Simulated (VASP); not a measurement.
# SnO2 (Pnnm) in VASP: notebook

The runs below take SnO2 through single point, with LDA.

Everything below comes from runs of VASP 6.6.1. Logs are shortened: lines on timing, memory, paths and dates and some standing lists are left out, and cuts for length are marked.

## 1. The cell of the first run

It takes space group Pnnm (No. 58, orthorhombic). The conventional cell has a = 4.720 Å, b = 4.721 Å, c = 3.189 Å, α = 90.00°, β = 90.00°, γ = 90.00°. Within 2.7 Å of Sn (site symmetry 2/m) lie 6 O at 2.05 to 2.06 Å. Within 2.7 Å of O (site symmetry m) lie 3 Sn at 2.05 to 2.06 Å and 1 O at 2.60 Å.

## 2. Single point, LDA (atoms displaced along a vibrational mode)

INCAR

```
PREC     = Accurate       # precision mode
ENCUT    = 520            # plane-wave cutoff, eV
EDIFF    = 1E-6           # SCF threshold, eV
ISMEAR   = 0              # smearing method
SIGMA    = 0.05           # smearing width, eV
LREAL    = F              # projectors in reciprocal space
LASPH    = T              # aspherical terms in the spheres
NELM     = 60             # most SCF steps
ALGO     = Normal         # electronic algorithm
ISIF     = 2              # what is computed and relaxed
LWAVE    = F              # write WAVECAR
LCHARG   = F              # write CHGCAR
NBANDS   = 35             # bands
```

KPOINTS

```
regular mesh
0
Gamma
  6 6 8
```

POSCAR

```
SnO2
1.0
    4.7201335122      0.0000000000      0.0000000000
    0.0000000000      4.7206343096      0.0000000000
    0.0000000000      0.0000000000      3.1888226875
Sn O
2 4
Direct
    0.5000000000      0.5000000000      0.5000000000
    0.0000000000      0.0000000000      0.0000000000
    0.2925542095      0.3196035427      0.0000000000
    0.7925542095      0.1803964573      0.5000000000
    0.2074457905      0.8196035427      0.5000000000
    0.7074457905      0.6803964573      0.0000000000
```

Potentials or basis: VASP PAW LDA potentials, release 64 (Sn_d, O).

The run is started by

```console
> cat potpaw_LDA.64/Sn_d/POTCAR potpaw_LDA.64/O/POTCAR > POTCAR
> mpirun -np 1 vasp_std > vasp.out
```

OUTCAR:

```text
PREC = Accurate
   ENCUT = 520
   EDIFF = 1E-6
   ISMEAR = 0
   LREAL = F
   LASPH = T
   NELM = 60
   ISIF = 2

 ion  position               nearest neighbor table
   1  0.500  0.500  0.500-   4 2.05   5 2.05   3 2.06   6 2.06   3 2.06   6 2.06   2 3.70   2 3.70
                             2 3.70   2 3.70   2 3.70   2 3.70   2 3.70   2 3.70
   2  0.000  0.000  0.000-   3 2.05   6 2.05   5 2.06   4 2.06   4 2.06   5 2.06   1 3.70   1 3.70
                             1 3.70   1 3.70   1 3.70   1 3.70   1 3.70   1 3.70
   3  0.293  0.320  0.000-   2 2.05   1 2.06   1 2.06
   4  0.793  0.180  0.500-   1 2.05   2 2.06   2 2.06
   5  0.207  0.820  0.500-   1 2.05   2 2.06   2 2.06
   6  0.707  0.680  0.000-   2 2.05   1 2.06   1 2.06

  LATTYP: Found a simple orthorhombic cell.
 ALAT       =     3.1888226875
 B/A-ratio  =     1.4802119700
 C/A-ratio  =     1.4803690177

  Lattice vectors:

 A1 = (   0.0000000000,   0.0000000000,   3.1888226875)
 A2 = (   4.7201335122,   0.0000000000,   0.0000000000)
 A3 = (   0.0000000000,   4.7206343096,   0.0000000000)

Analysis of symmetry for initial positions (statically):
=====================================================================
 Subroutine PRICEL returns:
 Original cell was already a primitive cell.

 Routine SETGRP: Setting up the symmetry group for a
 simple orthorhombic supercell.

 Subroutine GETGRP returns: Found  8 space group operations
 (whereof  4 operations were pure point group operations)
 out of a pool of  8 trial point group operations.

The static configuration has the point symmetry C_2h.
 The point group associated with its full space group is D_2h.

Analysis of symmetry for dynamics (positions and initial velocities):
=====================================================================
 Subroutine PRICEL returns:
 Original cell was already a primitive cell.

 Routine SETGRP: Setting up the symmetry group for a
 simple orthorhombic supercell.

 Subroutine GETGRP returns: Found  8 space group operations
 (whereof  4 operations were pure point group operations)
 out of a pool of  8 trial point group operations.

The dynamic configuration has the point symmetry C_2h.
 The point group associated with its full space group is D_2h.

 Subroutine INISYM returns: Found  8 space group operations
 (whereof  4 operations are pure point group operations),
 and found     1 'primitive' translations

----------------------------------------------------------------------------------------

                                     Primitive cell

  volume of cell :      71.0534

  direct lattice vectors                    reciprocal lattice vectors
     4.720133512  0.000000000  0.000000000     0.211858414  0.000000000  0.000000000
     0.000000000  4.720634310  0.000000000     0.000000000  0.211835939  0.000000000
     0.000000000  0.000000000  3.188822688     0.000000000  0.000000000  0.313595360

  length of vectors
     4.720133512  4.720634310  3.188822688     0.211858414  0.211835939  0.313595360

  position of ions in fractional coordinates (direct lattice)
     0.500000000  0.500000000  0.500000000
     0.000000000  0.000000000  0.000000000
     0.292554209  0.319603543  0.000000000
     0.792554209  0.180396457  0.500000000
     0.207445791  0.819603543  0.500000000
     0.707445791  0.680396457  0.000000000

  ion indices of the primitive-cell ions
   primitive index   ion index
                 1           1
                 2           2
                 3           3
                 4           4
                 5           5
                 6           6

----------------------------------------------------------------------------------------

 KPOINTS: regular mesh

Automatic generation of k-mesh.
 Grid dimensions read from file:
 generate k-points for:    6    6    8

 Generating k-lattice:

  Cartesian coordinates                     Fractional coordinates (reciprocal lattice)
     0.035309736  0.000000000  0.000000000     0.166666667  0.000000000  0.000000000
     0.000000000  0.035305990  0.000000000     0.000000000  0.166666667  0.000000000
     0.000000000  0.000000000  0.039199420     0.000000000  0.000000000  0.125000000

  Length of vectors
     0.035309736  0.035305990  0.039199420

  Shift w.r.t. Gamma in fractional coordinates (k-lattice)
     0.000000000  0.000000000  0.000000000

 Subroutine IBZKPT returns following result:
 ===========================================

 Found     80 irreducible k-points:

 Following reciprocal coordinates:
            Coordinates               Weight
  0.000000  0.000000  0.000000      1.000000
  0.166667  0.000000  0.000000      2.000000
  0.333333  0.000000  0.000000      2.000000
  0.500000  0.000000  0.000000      1.000000
  0.000000  0.166667  0.000000      2.000000
  0.166667  0.166667  0.000000      4.000000
[... 16 lines left out ...]
  0.333333  0.166667  0.125000      8.000000
  0.500000  0.166667  0.125000      4.000000
 [... further k-points ...]
   k-points           NKPTS =     80   k-points in BZ     NKDIM =     80   number of bands    NBANDS=     35
   number of dos      NEDOS =    301   number of ions     NIONS =      6
   total plane-waves  NPLWV =  31104
   dimension x,y,z NGX =    36 NGY =   36 NGZ =   24
   dimension x,y,z NGXF=    72 NGYF=   72 NGZF=   48
   ions per type =               2   4
   NGX,Y,Z   is equivalent  to a cutoff of  12.68, 12.68, 12.51 a.u.
   NGXF,Y,Z  is equivalent  to a cutoff of  25.36, 25.36, 25.02 a.u.
 SYSTEM =  unknown system
   PREC   = accura    normal or accurate (medium, high low for compatibility)
   ISTART =      0    job   : 0-new  1-cont  2-samecut
   ICHARG =      2    charge: 1-file 2-atom 10-const
   ISPIN  =      1    spin polarized calculation?
   LNONCOLLINEAR =      F non collinear calculations
   LSORBIT =      F    spin-orbit coupling
   LASPH  =      T    aspherical Exc in radial PAW
   ENCUT  =  520.0 eV  38.22 Ry    6.18 a.u.   8.78  8.78  5.93*2*pi/ulx,y,z
   NELM   =     60;   NELMIN=  2; NELMDL= -5     # of ELM steps
   EDIFF  = 0.1E-05   stopping-criterion for ELM
   LREAL  =      F    real-space projection
   EDIFFG = 0.1E-04   stopping-criterion for IOM
   NSW    =      0    number of steps for IOM
   IBRION =     -1    ionic relax: 0-MD 1-quasi-New 2-CG
   NFREE  =      0    steps in history (QN), initial steepest desc. (CG)
   ISIF   =      2    stress and relaxation
   ISYM   =      2    0-nonsym 1-usesym 2-fastsym
   POTIM  = 0.5000    time-step for ionic-motion
   TEBEG  =    0.0;   TEEND  =   0.0 temperature during run
   PSTRESS=    0.0 pullay stress
   NELECT =      52.0000    total number of electrons
   NUPDOWN=      -1.0000    fix difference up-down
   EMIN   =  10.00;   EMAX   =-10.00  energy-range for DOS
   EFERMI =   0.00;   METHOD = LEGACY
   ISMEAR =     0;   SIGMA  =   0.05  broadening in eV -4-tet -1-fermi 0-gaus
   EFERMI_NEDOS =   21; number of points for ismear=-14 and -15
   IALGO  =     38    algorithm
   IMIX   =      4    mixing-type and parameters
     AMIX     =   0.40;   BMIX     =  1.00
     AMIX_MAG =   1.60;   BMIX_MAG =  1.00
  volume/ion in A,a.u.               =      11.84        79.92
  Fermi-wavevector in a.u.,A,eV,Ry     =   1.475302  2.787917 29.613299  2.176516
  Thomas-Fermi vector in A             =   2.589968
   LORBIT       =      0    0 simple, 1 ext, 2 COOP (PROOUT), +10 PAW based schemes
   GGA     = CA    functional components
   LHFCALC =     F    Hartree Fock is set to
   AEXX    =    0.0000 exact exchange contribution
   IVDW    =     0    specifies the selected vdW correction
   LEPSILON=     F    determine dielectric tensor
   LRPA    =     F    only Hartree local field effects (RPA)
 non-spin polarized calculation
 Gauss-broadening in eV      SIGMA  =   0.05
  energy-cutoff  :      520.00
  volume of cell :       71.05
 maximum number of plane-waves:      1933
 NGX is ok and might be reduce to    36
   NGX = 17   NGY = 17   NGZ = 11

 number of electron      51.9999987 magnetization

 Free energy of the ion-electron system (eV)
  ---------------------------------------------------
  ext. energy  EPLUGINS =         0.00000000
  ---------------------------------------------------
  free energy    TOTEN  =       -42.26953088 eV

  energy without entropy =      -42.26953088  energy(sigma->0) =      -42.26953088

 E-fermi :   6.2031     XC(G=0): -11.8417

 val. band max:        5.8979501066   @ k =   0.0000   0.0000   0.0000
 cond. band min:       7.1658874597   @ k =   0.0000   0.0000   0.0000
 fundamental gap:      1.2679373532
 Fermi energy:         6.2030606892

 k-point     1 :       0.0000    0.0000    0.0000
  band No.  band energies     occupation
      1     -15.0623      2.00000
      2     -14.2844      2.00000
      3     -14.0125      2.00000
      4     -13.9949      2.00000
      5     -13.9890      2.00000
      6     -13.9136      2.00000
[... 27 lines left out ...]
     34      18.1146      0.00000
     35      18.1548      0.00000

 k-point     2 :       0.1667    0.0000    0.0000
  band No.  band energies     occupation
      1     -15.0190      2.00000
      2     -14.3324      2.00000
      3     -14.0118      2.00000
      4     -13.9925      2.00000
      5     -13.9873      2.00000
      6     -13.9486      2.00000
[... 27 lines left out ...]
     34      18.0902      0.00000
     35      18.1457      0.00000

 k-point     3 :       0.3333    0.0000    0.0000
  band No.  band energies     occupation
      1     -14.8938      2.00000
      2     -14.4896      2.00000
      3     -14.0100      2.00000
      4     -13.9912      2.00000
      5     -13.9874      2.00000
      6     -13.9841      2.00000
[... 27 lines left out ...]
     34      18.1001      0.00000
     35      18.3623      0.00000
[... 723 lines left out ...]
 k-point    23 :       0.3333    0.1667    0.1250
  band No.  band energies     occupation
      1     -14.8274      2.00000
      2     -14.5081      2.00000
      3     -14.1404      2.00000
      4     -14.1333      2.00000
      5     -13.9645      2.00000
      6     -13.9230      2.00000
[... 27 lines left out ...]
     34      17.9972      0.00000
     35      18.4003      0.00000

 k-point    24 :       0.5000    0.1667    0.1250
  band No.  band energies     occupation
      1     -14.6826      2.00000
      2     -14.6826      2.00000
      3     -14.1378      2.00000
      4     -14.1378      2.00000
      5     -13.9440      2.00000
      6     -13.9440      2.00000
[... 27 lines left out ...]
     34      18.1352      0.00000
     35      18.3186      0.00000

 [... further k-points ...]

------------------------ aborting loop because EDIFF is reached ----------------------------------------

  FORCE on cell =-STRESS in cart. coord.  units (eV):
  Direction    XX          YY          ZZ          XY          YZ          ZX
  --------------------------------------------------------------------------------------
  -------------------------------------------------------------------------------------
  Total        0.1198493      0.5634741      0.5723436     -0.0000000      0.0000000      0.0000000
  in kB        2.7024706     12.7057268     12.9057238     -0.0000000      0.0000000      0.0000000
  external PRESSURE =       9.4379737 kB  Pullay stress =       0.0000000 kB

 VOLUME and BASIS-vectors are now :
 -----------------------------------------------------------------------------
  energy-cutoff  :      520.00
  volume of cell :       71.05
      direct lattice vectors                 reciprocal lattice vectors
     4.720133512  0.000000000  0.000000000     0.211858414  0.000000000  0.000000000
     0.000000000  4.720634310  0.000000000     0.000000000  0.211835939  0.000000000
     0.000000000  0.000000000  3.188822688     0.000000000  0.000000000  0.313595360

 POSITION                                       TOTAL-FORCE (eV/Angst)
 -----------------------------------------------------------------------------------
      2.36007      2.36032      1.59441         0.000000      0.000000      0.000000
      0.00000      0.00000      0.00000         0.000000      0.000000      0.000000
      1.38089      1.50873      0.00000         0.035648     -0.043444      0.000000
      3.74096      0.85159      1.59441         0.035648      0.043444      0.000000
      0.97917      3.86905      1.59441        -0.035648     -0.043444     -0.000000
      3.33924      3.21190      0.00000        -0.035648      0.043444     -0.000000
 -----------------------------------------------------------------------------------
    total drift:                                0.000000      0.000000     -0.000000

  FREE ENERGIE OF THE ION-ELECTRON SYSTEM (eV)
  ---------------------------------------------------
  free  energy   TOTEN  =       -42.2695308764 eV

  energy  without entropy=      -42.2695308764  energy(sigma->0) =      -42.26953088
```

It took 4.4 min on 1 thread of Intel Xeon 8259CL, shared host; peak memory 0.26 GiB.

What came out:

```yaml
Free_energy: -42.2695 eV
Pressure: 0.9 GPa
Largest_force: 0.056 eV/Å
Band_gap_on_the_k_mesh: 1.27 eV
```

Forces in eV/Å, atoms in the order of the input:
```
Sn   0.000  0.000  0.000
Sn   0.000  0.000  0.000
O    0.036 -0.043  0.000
O    0.036  0.043  0.000
O   -0.036 -0.043  0.000
O   -0.036  0.043  0.000
```

Stress tensor (GPa, compression positive):
```
0.27 0.00 0.00
0.00 1.27 0.00
0.00 0.00 1.29
```

Levels at points of the mesh, in eV from the valence-band top:
| k point | band 24 | band 25 | band 26 | band 27 | band 28 | band 29 |
| --- | --- | --- | --- | --- | --- | --- |
| (0.00, 0.00, 0.00) | -0.77 | -0.71 | 0.00 | 1.27 | 6.00 | 6.12 |
| (0.50, 0.00, 0.00) | -1.18 | -0.51 | -0.51 | 4.31 | 4.31 | 6.66 |
| (0.00, 0.50, 0.00) | -1.18 | -0.67 | -0.67 | 4.47 | 4.47 | 7.12 |
| (0.50, 0.50, 0.00) | -1.31 | -0.84 | -0.84 | 4.80 | 4.80 | 7.36 |
| (0.00, 0.00, 0.50) | -1.68 | -1.20 | -1.20 | 6.10 | 6.10 | 9.57 |
| (0.50, 0.00, 0.50) | -1.01 | -0.74 | -0.74 | 6.43 | 6.43 | 8.03 |
| (0.00, 0.50, 0.50) | -1.17 | -0.61 | -0.61 | 6.34 | 6.34 | 7.84 |
| (0.50, 0.50, 0.50) | -0.94 | -0.77 | -0.77 | 4.77 | 4.77 | 8.71 |

Caveat: the cell differs from its parent crystal (atoms displaced along a vibrational mode); spin-orbit coupling is left out, which moves the levels of the heavy elements.

## 3. Single point, LDA (atoms displaced along a vibrational mode)

INCAR

```
SYSTEM = SnO2
PREC = Accurate
ENCUT = 520
EDIFF = 1E-6
ISMEAR = 0
SIGMA = 0.05
LREAL = .FALSE.
LASPH = .TRUE.
NELM = 80
ALGO = Normal
ISIF = 2
LWAVE = .FALSE.
LCHARG = .FALSE.
GGA = CA
NBANDS = 35
```

KPOINTS

```
Automatic mesh
0
G
  6 6 8
  0 0 0
```

POSCAR

```
SnO2
1.0
    4.7201335122      0.0000000000      0.0000000000
    0.0000000000      4.7206343096      0.0000000000
    0.0000000000      0.0000000000      3.1888226875
Sn O
2 4
Direct
    0.5000000000      0.5000000000      0.5000000000
    0.0000000000      0.0000000000      0.0000000000
    0.3194298605      0.2927314651      0.0000000000
    0.8194298605      0.2072685349      0.5000000000
    0.1805701395      0.7927314651      0.5000000000
    0.6805701395      0.7072685349      0.0000000000
```

Potentials or basis: VASP PAW LDA potentials, release 64 (Sn_d, O).

The run is started by

```console
> cat potpaw_LDA.64/Sn_d/POTCAR potpaw_LDA.64/O/POTCAR > POTCAR
> mpirun -np 1 vasp_std > vasp.out
```

Run time: 4.5 min. Hardware: 1 thread of Intel Xeon 8259CL, shared host; peak memory 0.26 GiB.

The run converged. Its results:

```
Free energy            : -42.2697 eV
Pressure               : 1.0 GPa
Largest force          : 0.055 eV/Å
Band gap on the k mesh : 1.27 eV
```

Forces in eV/Å, atoms in the order of the input:
```
Sn   0.000  0.000  0.000
Sn   0.000  0.000  0.000
O   -0.043  0.035  0.000
O   -0.043 -0.035  0.000
O    0.043  0.035  0.000
O    0.043 -0.035  0.000
```

Stress tensor (GPa, compression positive):
```
1.28 0.00 0.00
0.00 0.28 0.00
0.00 0.00 1.30
```

Levels at points of the mesh, in eV from the valence-band top:
| k point | band 23 | band 24 | band 25 | band 26 | band 27 | band 28 | band 29 | band 30 |
| --- | --- | --- | --- | --- | --- | --- | --- | --- |
| (0.00, 0.00, 0.00) | -1.17 | -0.77 | -0.71 | 0.00 | 1.27 | 6.00 | 6.12 | 6.18 |
| (0.50, 0.00, 0.00) | -1.18 | -1.18 | -0.67 | -0.67 | 4.47 | 4.47 | 7.12 | 7.12 |
| (0.00, 0.50, 0.00) | -1.18 | -1.18 | -0.51 | -0.51 | 4.31 | 4.31 | 6.66 | 6.66 |
| (0.50, 0.50, 0.00) | -1.31 | -1.31 | -0.85 | -0.85 | 4.80 | 4.80 | 7.36 | 7.36 |
| (0.00, 0.00, 0.50) | -1.69 | -1.69 | -1.20 | -1.20 | 6.10 | 6.10 | 9.57 | 9.57 |
| (0.50, 0.00, 0.50) | -1.17 | -1.17 | -0.61 | -0.61 | 6.34 | 6.34 | 7.85 | 7.85 |
| (0.00, 0.50, 0.50) | -1.01 | -1.01 | -0.74 | -0.74 | 6.43 | 6.43 | 8.03 | 8.03 |
| (0.50, 0.50, 0.50) | -0.95 | -0.95 | -0.78 | -0.78 | 4.77 | 4.77 | 8.71 | 8.71 |

Caveat: the cell differs from its parent crystal (atoms displaced along a vibrational mode); spin-orbit coupling is left out, which moves the levels of the heavy elements.
